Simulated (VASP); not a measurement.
# GaN (F-43m) in VASP: a series of runs

The runs below take GaN through single point, with HSE06.

All numbers are computed with VASP 6.6.1; they aren't measurements. Logs are shortened: lines on timing, memory, paths and dates and some standing lists are left out, and cuts for length are marked.

**1. The cell of the first run**

Symmetry: F-43m, No. 216, cubic system. Conventional cell: a = 4.498 Å, b = 4.498 Å, c = 4.498 Å, α = 90.00°, β = 90.00°, γ = 90.00°. Within 2.6 Å of Ga (site symmetry -43m) lie 4 N at 1.95 Å. N (site symmetry -43m) has 4 Ga at 1.95 Å within 2.6 Å.

**2. Single point, HSE06**

The input, POSCAR:

```
GaN
1.0
    0.0000000000      2.2489525448      2.2489525448
    2.2489525448      0.0000000000      2.2489525448
    2.2489525448      2.2489525448      0.0000000000
Ga N
1 1
Direct
    0.0000000000      0.0000000000      0.0000000000
    0.2500000000      0.2500000000      0.2500000000
```

The input, INCAR.step1:

```
ALGO     = Normal         # electronic algorithm
EDIFF    = 1E-5           # SCF threshold, eV
ENCUT    = 520            # plane-wave cutoff, eV
GGA      = PE             # functional
ISIF     = 2              # what is computed and relaxed
ISMEAR   = 0              # smearing method
LASPH    = T              # aspherical terms in the spheres
LCHARG   = F              # write CHGCAR
LREAL    = F              # projectors in reciprocal space
LWAVE    = T              # write WAVECAR
NBANDS   = 16             # bands
NELM     = 60             # most SCF steps
PREC     = Accurate       # precision mode
SIGMA    = 0.01           # smearing width, eV
```

The input, INCAR.step2:

```
ALGO     = Normal         # electronic algorithm
EDIFF    = 1E-6           # SCF threshold, eV
ENCUT    = 520            # plane-wave cutoff, eV
GGA      = PE             # functional
HFSCREEN = 0.2079         # screening, 1/A
ISIF     = 2              # what is computed and relaxed
ISMEAR   = 0              # smearing method
ISTART   = 1            
LASPH    = T              # aspherical terms in the spheres
LCHARG   = F              # write CHGCAR
LHFCALC  = T              # exact exchange
LREAL    = F              # projectors in reciprocal space
LWAVE    = F              # write WAVECAR
NBANDS   = 16             # bands
NELM     = 60             # most SCF steps
PREC     = Accurate       # precision mode
PRECFOCK = Normal       
SIGMA    = 0.01           # smearing width, eV
```

The input, KPOINTS:

```
k-points
0
Gamma
  6 6 6
```

Potentials or basis: VASP PAW PBE potentials, release 64 (Ga_d, N).

The run is started by

```console
> cat potpaw_PBE.64/Ga_d/POTCAR potpaw_PBE.64/N/POTCAR > POTCAR
> cp INCAR.step1 INCAR
> mpirun -np 1 vasp_std > vasp.out
> cp INCAR.step2 INCAR
> mpirun -np 1 vasp_std > vasp.out
```

OUTCAR:

```text
EDIFF = 1E-6
   ENCUT = 520
   GGA = PE
   HFSCREEN = 0.2079
   ISIF = 2
   ISMEAR = 0
   ISTART = 1
   LASPH = T
   LHFCALC = T
   LREAL = F
   NELM = 60
   PREC = Accurate
   PRECFOCK = Normal

 ion  position               nearest neighbor table
   1  0.000  0.000  0.000-   2 1.95   2 1.95   2 1.95   2 1.95
   2  0.250  0.250  0.250-   1 1.95   1 1.95   1 1.95   1 1.95

  LATTYP: Found a face centered cubic cell.
 ALAT       =     4.4979050896

  Lattice vectors:

 A1 = (   0.0000000000,   2.2489525448,   2.2489525448)
 A2 = (   2.2489525448,   0.0000000000,   2.2489525448)
 A3 = (   2.2489525448,   2.2489525448,   0.0000000000)

Analysis of symmetry for initial positions (statically):
=====================================================================
 Subroutine PRICEL returns:
 Original cell was already a primitive cell.

 Routine SETGRP: Setting up the symmetry group for a
 face centered cubic supercell.

 Subroutine GETGRP returns: Found 24 space group operations
 (whereof 24 operations were pure point group operations)
 out of a pool of 48 trial point group operations.

The static configuration has the point symmetry T_d .

Analysis of symmetry for dynamics (positions and initial velocities):
=====================================================================
 Subroutine PRICEL returns:
 Original cell was already a primitive cell.

 Routine SETGRP: Setting up the symmetry group for a
 face centered cubic supercell.

 Subroutine GETGRP returns: Found 24 space group operations
 (whereof 24 operations were pure point group operations)
 out of a pool of 48 trial point group operations.

The dynamic configuration has the point symmetry T_d .

 Subroutine INISYM returns: Found 24 space group operations
 (whereof 24 operations are pure point group operations),
 and found     1 'primitive' translations

----------------------------------------------------------------------------------------

                                     Primitive cell

  volume of cell :      22.7494

  direct lattice vectors                    reciprocal lattice vectors
     0.000000000  2.248952545  2.248952545    -0.222325723  0.222325723  0.222325723
     2.248952545  0.000000000  2.248952545     0.222325723 -0.222325723  0.222325723
     2.248952545  2.248952545  0.000000000     0.222325723  0.222325723 -0.222325723

  length of vectors
     3.180499190  3.180499190  3.180499190     0.385079448  0.385079448  0.385079448

  position of ions in fractional coordinates (direct lattice)
     0.000000000  0.000000000  0.000000000
     0.250000000  0.250000000  0.250000000

  ion indices of the primitive-cell ions
   primitive index   ion index
                 1           1
                 2           2

----------------------------------------------------------------------------------------

 KPOINTS: k-points

Automatic generation of k-mesh.
 Grid dimensions read from file:
 generate k-points for:    6    6    6

 Generating k-lattice:

  Cartesian coordinates                     Fractional coordinates (reciprocal lattice)
    -0.037054287  0.037054287  0.037054287     0.166666667  0.000000000  0.000000000
     0.037054287 -0.037054287  0.037054287     0.000000000  0.166666667  0.000000000
     0.037054287  0.037054287 -0.037054287     0.000000000  0.000000000  0.166666667

  Length of vectors
     0.064179908  0.064179908  0.064179908

  Shift w.r.t. Gamma in fractional coordinates (k-lattice)
     0.000000000  0.000000000  0.000000000

 Subroutine IBZKPT returns following result:
 ===========================================

 Found     16 irreducible k-points:

 Following reciprocal coordinates:
            Coordinates               Weight
  0.000000  0.000000  0.000000      1.000000
  0.166667  0.000000  0.000000      8.000000
  0.333333  0.000000  0.000000      8.000000
  0.500000  0.000000  0.000000      4.000000
  0.166667  0.166667  0.000000      6.000000
  0.333333  0.166667  0.000000     24.000000
[... 8 lines left out ...]
 -0.333333  0.333333  0.166667     24.000000
 -0.333333  0.500000  0.166667     12.000000
   k-points           NKPTS =     16   k-points in BZ     NKDIM =    216   number of bands    NBANDS=     16
   number of dos      NEDOS =    301   number of ions     NIONS =      2
   total plane-waves  NPLWV =  13824
   dimension x,y,z NGX =    24 NGY =   24 NGZ =   24
   dimension x,y,z NGXF=    48 NGYF=   48 NGZF=   48
   ions per type =               1   1
   NGX,Y,Z   is equivalent  to a cutoff of  12.54, 12.54, 12.54 a.u.
   NGXF,Y,Z  is equivalent  to a cutoff of  25.09, 25.09, 25.09 a.u.
 SYSTEM =  unknown system
   PREC   = accura    normal or accurate (medium, high low for compatibility)
   ISTART =      1    job   : 0-new  1-cont  2-samecut
   ICHARG =      0    charge: 1-file 2-atom 10-const
   ISPIN  =      1    spin polarized calculation?
   LNONCOLLINEAR =      F non collinear calculations
   LSORBIT =      F    spin-orbit coupling
   LASPH  =      T    aspherical Exc in radial PAW
   ENCUT  =  520.0 eV  38.22 Ry    6.18 a.u.   5.91  5.91  5.91*2*pi/ulx,y,z
   NELM   =     60;   NELMIN=  2; NELMDL=  0     # of ELM steps
   EDIFF  = 0.1E-05   stopping-criterion for ELM
   LREAL  =      F    real-space projection
   EDIFFG = 0.1E-04   stopping-criterion for IOM
   NSW    =      0    number of steps for IOM
   IBRION =     -1    ionic relax: 0-MD 1-quasi-New 2-CG
   NFREE  =      0    steps in history (QN), initial steepest desc. (CG)
   ISIF   =      2    stress and relaxation
   ISYM   =      3    0-nonsym 1-usesym 2-fastsym
   POTIM  = 0.5000    time-step for ionic-motion
   TEBEG  =    0.0;   TEEND  =   0.0 temperature during run
   PSTRESS=    0.0 pullay stress
   NELECT =      18.0000    total number of electrons
   NUPDOWN=      -1.0000    fix difference up-down
   EMIN   =  10.00;   EMAX   =-10.00  energy-range for DOS
   EFERMI =   0.00;   METHOD = LEGACY
   ISMEAR =     0;   SIGMA  =   0.01  broadening in eV -4-tet -1-fermi 0-gaus
   EFERMI_NEDOS =   21; number of points for ismear=-14 and -15
   IALGO  =     38    algorithm
   IMIX   =      1    mixing-type and parameters
     AMIX     =   0.40;   BMIX     =  1.00
     AMIX_MAG =   1.60;   BMIX_MAG =  1.00
  volume/ion in A,a.u.               =      11.37        76.76
  Fermi-wavevector in a.u.,A,eV,Ry     =   1.514173  2.861371 31.194330  2.292719
  Thomas-Fermi vector in A             =   2.623866
   LORBIT       =      0    0 simple, 1 ext, 2 COOP (PROOUT), +10 PAW based schemes
   GGA     = PE    functional components
   LHFCALC =     T    Hartree Fock is set to
   PRECFOCK=normal    Normal, Fast or Accurate (Low or Medium for compatibility)
   ENCUT4O =  -1.0   cutoff for four orbital integrals eV
   NKREDX  =     1    reduce k-point grid by
   NKREDY  =     1    reduce k-point grid by
   NKREDZ  =     1    reduce k-point grid by
   AEXX    =    0.2500 exact exchange contribution
   HFSCREEN=    0.2079 screening length (either q_TF or 0.3 A-1)
   HFSCREENC=   0.2079 screening length for correlation (either q_TF or 0.3 A-1)
   ENCUTFOCK=  -1.0 apply spherical cutoff to Coloumb kernel
   IVDW    =     0    specifies the selected vdW correction
   LEPSILON=     F    determine dielectric tensor
   LRPA    =     F    only Hartree local field effects (RPA)
 non-spin polarized calculation
 Gauss-broadening in eV      SIGMA  =   0.01
  energy-cutoff  :      520.00
  volume of cell :       22.75
 maximum number of plane-waves:       624
  NGX = 18; NGY = 18; NGZ = 18

 number of electron      18.0000009 magnetization

 Free energy of the ion-electron system (eV)
  ---------------------------------------------------
  ext. energy  EPLUGINS =         0.00000000
  ---------------------------------------------------
  free energy    TOTEN  =       -14.73833444 eV

  energy without entropy =      -14.73833444  energy(sigma->0) =      -14.73833444

 E-fermi :   4.5997     XC(G=0):  -9.5875

 val. band max:        4.5235997295   @ k =   0.0000   0.0000   0.0000
 cond. band min:       7.5453284717   @ k =   0.0000   0.0000   0.0000
 fundamental gap:      3.0217287422
 Fermi energy:         4.5996933477

 k-point     1 :       0.0000    0.0000    0.0000
  band No.  band energies     occupation
      1     -12.9682      2.00000
      2     -11.0497      2.00000
      3     -11.0497      2.00000
      4     -11.0497      2.00000
      5     -10.7278      2.00000
      6     -10.7278      2.00000
[... 8 lines left out ...]
     15      25.0622      0.00000
     16      25.0622      0.00000

 k-point     2 :       0.1667    0.0000    0.0000
  band No.  band energies     occupation
      1     -12.7159      2.00000
      2     -11.0170      2.00000
      3     -11.0170      2.00000
      4     -10.8567      2.00000
      5     -10.7294      2.00000
      6     -10.7294      2.00000
[... 8 lines left out ...]
     15      23.0196      0.00000
     16      23.0196      0.00000

 k-point     3 :       0.3333    0.0000    0.0000
  band No.  band energies     occupation
      1     -12.3994      2.00000
      2     -10.9716      2.00000
      3     -10.9716      2.00000
      4     -10.7106      2.00000
      5     -10.7106      2.00000
      6      -9.9662      2.00000
[... 8 lines left out ...]
     15      23.9470      0.00000
     16      23.9470      0.00000

 k-point     4 :       0.5000    0.0000    0.0000
  band No.  band energies     occupation
      1     -12.3333      2.00000
      2     -10.9616      2.00000
      3     -10.9616      2.00000
      4     -10.6876      2.00000
      5     -10.6876      2.00000
      6      -9.0822      2.00000
[... 8 lines left out ...]
     15      26.2276      0.00000
     16      26.2276      0.00000

 k-point     5 :       0.1667    0.1667    0.0000
  band No.  band energies     occupation
      1     -12.6402      2.00000
      2     -10.9834      2.00000
      3     -10.9834      2.00000
      4     -10.8704      2.00000
      5     -10.7122      2.00000
      6     -10.7098      2.00000
[... 8 lines left out ...]
     15      26.8507      0.00000
     16      27.0230      0.00000

 k-point     6 :       0.3333    0.1667    0.0000
  band No.  band energies     occupation
      1     -12.3815      2.00000
      2     -10.9510      2.00000
      3     -10.9252      2.00000
      4     -10.8010      2.00000
      5     -10.6911      2.00000
      6     -10.0870      2.00000
[... 8 lines left out ...]
     15      25.7689      0.00000
     16      26.3629      0.00000
[... 115 lines left out ...]
 k-point    13 :       0.5000    0.5000    0.0000
  band No.  band energies     occupation
      1     -12.2409      2.00000
      2     -10.9402      2.00000
      3     -10.7605      2.00000
      4     -10.7605      2.00000
      5     -10.6557      2.00000
      6      -8.5290      2.00000
[... 8 lines left out ...]
     15      28.4091      0.00000
     16      31.0433      0.00000

 k-point    14 :       0.5000    0.3333    0.1667
  band No.  band energies     occupation
      1     -12.2752      2.00000
      2     -10.9169      2.00000
      3     -10.8875      2.00000
      4     -10.7902      2.00000
      5     -10.6939      2.00000
      6      -9.1836      2.00000
[... 8 lines left out ...]
     15      26.3105      0.00000
     16      29.0167      0.00000

 k-point    15 :      -0.3333    0.3333    0.1667
  band No.  band energies     occupation
      1     -12.2460      2.00000
      2     -10.9262      2.00000
      3     -10.8629      2.00000
      4     -10.7584      2.00000
      5     -10.7084      2.00000
      6      -8.5058      2.00000
[... 8 lines left out ...]
     15      25.1839      0.00000
     16      29.4363      0.00000

 k-point    16 :      -0.3333    0.5000    0.1667
  band No.  band energies     occupation
      1     -12.2321      2.00000
      2     -10.9016      2.00000
      3     -10.8560      2.00000
      4     -10.7494      2.00000
      5     -10.6919      2.00000
      6      -8.3280      2.00000
[... 8 lines left out ...]
     15      27.0269      0.00000
     16      29.7476      0.00000

------------------------ aborting loop because EDIFF is reached ----------------------------------------

  FORCE on cell =-STRESS in cart. coord.  units (eV):
  Direction    XX          YY          ZZ          XY          YZ          ZX
  --------------------------------------------------------------------------------------
  -------------------------------------------------------------------------------------
  Total       -0.0118586     -0.0118586     -0.0118586     -0.0000000      0.0000000      0.0000000
  in kB       -0.8351694     -0.8351694     -0.8351694     -0.0000000      0.0000000      0.0000000
  external PRESSURE =      -0.8351694 kB  Pullay stress =       0.0000000 kB

 VOLUME and BASIS-vectors are now :
 -----------------------------------------------------------------------------
  energy-cutoff  :      520.00
  volume of cell :       22.75
      direct lattice vectors                 reciprocal lattice vectors
     0.000000000  2.248952545  2.248952545    -0.222325723  0.222325723  0.222325723
     2.248952545  0.000000000  2.248952545     0.222325723 -0.222325723  0.222325723
     2.248952545  2.248952545  0.000000000     0.222325723  0.222325723 -0.222325723

 POSITION                                       TOTAL-FORCE (eV/Angst)
 -----------------------------------------------------------------------------------
      0.00000      0.00000      0.00000         0.000000      0.000000      0.000000
      1.12448      1.12448      1.12448        -0.000000     -0.000000     -0.000000
 -----------------------------------------------------------------------------------
    total drift:                               -0.000018     -0.000018     -0.000015

  FREE ENERGIE OF THE ION-ELECTRON SYSTEM (eV)
  ---------------------------------------------------
  free  energy   TOTEN  =       -14.7383344372 eV

  energy  without entropy=      -14.7383344372  energy(sigma->0) =      -14.73833444
```

Wall time 38 min (1 thread of Intel Xeon 8259CL, shared host); peak memory 0.26 GiB.

What came out:

* Free energy: -14.7383 eV
* Pressure: -0.1 GPa
* Band gap on the k mesh: 3.02 eV

Levels at points of the mesh, in eV from the valence-band top:
| k point | band 5 | band 6 | band 7 | band 8 | band 9 | band 10 | band 11 | band 12 | band 13 | band 14 |
| --- | --- | --- | --- | --- | --- | --- | --- | --- | --- | --- |
| (0.00, 0.00, 0.00) | -15.25 | -15.25 | 0.00 | 0.00 | 0.00 | 3.02 | 11.96 | 11.96 | 11.96 | 19.47 |
| (0.50, 0.00, 0.00) | -15.21 | -13.61 | -7.58 | -1.05 | -1.05 | 6.13 | 10.45 | 11.94 | 11.94 | 17.39 |
| (0.50, 0.50, 0.00) | -15.18 | -13.05 | -6.59 | -2.93 | -2.93 | 4.45 | 8.19 | 13.63 | 16.10 | 16.10 |

Caveat: the structure was generated, so it needn't be the stable form of GaN; the PAW data sets were made with another functional, which shifts forces and pressure a little.

**3. Single point, HSE06 (strain +1.0%)**

The input, POSCAR:

```
GaN
1.0
    0.0000000000      2.2714420703      2.2714420703
    2.2714420703      0.0000000000      2.2714420703
    2.2714420703      2.2714420703      0.0000000000
Ga N
1 1
Direct
    0.0000000000      0.0000000000      0.0000000000
    0.2500000000      0.2500000000      0.2500000000
```

The input, INCAR.step1:

```
SYSTEM = GaN
  PREC = Accurate
  ENCUT = 520
  EDIFF = 1E-5
  ISMEAR = 0
  SIGMA = 0.01
  LREAL = .FALSE.
  LASPH = .TRUE.
  NELM = 100
  ALGO = Normal
  ISIF = 2
  LWAVE = .TRUE.
  GGA = PE
  NBANDS = 16
```

The input, INCAR.step2:

```
SYSTEM = GaN
  PREC = Accurate
  ENCUT = 520
  EDIFF = 1E-6
  ISMEAR = 0
  SIGMA = 0.01
  LREAL = .FALSE.
  LASPH = .TRUE.
  NELM = 100
  ALGO = Normal
  ISIF = 2
  LWAVE = .FALSE.
  LCHARG = .TRUE.
  GGA = PE
  LHFCALC = .TRUE.
  HFSCREEN = 0.2079
  PRECFOCK = Normal
  LELF = .TRUE.
  LVHAR = .TRUE.
  ISTART = 1
  NBANDS = 16
```

The input, KPOINTS:

```
regular mesh
0
G
  6 6 6
  0 0 0
```

Potentials or basis: VASP PAW PBE potentials, release 64 (Ga_d, N).

The run is started by

```console
> cat potpaw_PBE.64/Ga_d/POTCAR potpaw_PBE.64/N/POTCAR > POTCAR
> cp INCAR.step1 INCAR
> mpirun -np 1 vasp_std > vasp.out
> cp INCAR.step2 INCAR
> mpirun -np 1 vasp_std > vasp.out
```

Run time: 40 min. Hardware: 1 thread of Intel Xeon 8259CL, shared host; peak memory 0.26 GiB.

It converged, with:

* Free energy: -14.7259 eV
* Pressure: -5.6 GPa
* Band gap on the k mesh: 2.80 eV

Levels at points of the mesh, in eV from the valence-band top:
```
           k point  band 6  band 7  band 8  band 9  band 10  band 11  band 12  band 13
(0.00, 0.00, 0.00)  -15.28    0.00    0.00    0.00     2.80    11.75    11.75    11.75
(0.50, 0.00, 0.00)  -13.61   -7.38   -1.01   -1.01     5.90    10.28    11.76    11.76
(0.50, 0.50, 0.00)  -13.05   -6.46   -2.82   -2.82     4.43     8.00    13.37    15.75
```

Caveat: the cell differs from its parent crystal (strain +1.0%); the cell stands under tension; the structure was generated, so it needn't be the stable form of GaN; the PAW data sets were made with another functional, which shifts forces and pressure a little.
